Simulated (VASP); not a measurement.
## Te2Mo: single point with PBE+D3(BJ)

Te2Mo, a slab with vacuum:

```
CELL_PARAMETERS angstrom
3.50388 0.00000 0.00000
-1.75194 3.03445 0.00000
0.00000 0.00000 24.76772
ATOMIC_POSITIONS crystal
Te 0.33333 0.66667 0.18169
Te 0.33333 0.66667 0.32841
Te 0.33333 0.83333 0.47497
Te 0.33333 0.83333 0.62168
Mo 0.66667 0.33333 0.25505
Mo 0.00000 0.16667 0.54833
```

```
Program             : VASP 6.6.1
Task                : single point
Functional          : PBE
Dispersion          : D3(BJ)
Potentials or basis : VASP PAW PBE potentials, release 64 (Te, Mo_sv)
Cutoff              : 520 eV
k mesh              : 9 × 9 × 1
Occupations         : gaussian, width 0.05 eV
Spin                : no spin polarisation
```

| Quantity | Value |
| --- | --- |
| Largest force | 0.145 eV/Å |
| Band gap on the k mesh | 1.10 eV, indirect (least direct gap 1.17 eV) |
| Dispersion energy per atom | -0.459 eV |

Forces on the atoms (eV/Å):
```
Te   0.000  0.002  0.003
Te   0.030 -0.060 -0.129
Te  -0.030  0.060  0.129
Te   0.000 -0.002 -0.003
Mo   0.010 -0.027 -0.035
Mo  -0.010  0.027  0.035
```

Levels at points of the mesh, in eV from the valence-band top:
| k point | band 23 | band 24 | band 25 | band 26 | band 27 | band 28 | band 29 | band 30 |
| --- | --- | --- | --- | --- | --- | --- | --- | --- |
| (0.00, 0.00, 0.00) | -0.83 | -0.83 | -0.73 | -0.11 | 3.11 | 3.14 | 3.21 | 3.23 |

Run time: 17 min on 1 thread of Oxide Virtual Turin-like Processor, on a shared host, peak memory 0.53 GiB.

Caveat: spin-orbit coupling is left out, which moves the levels of the heavy elements.
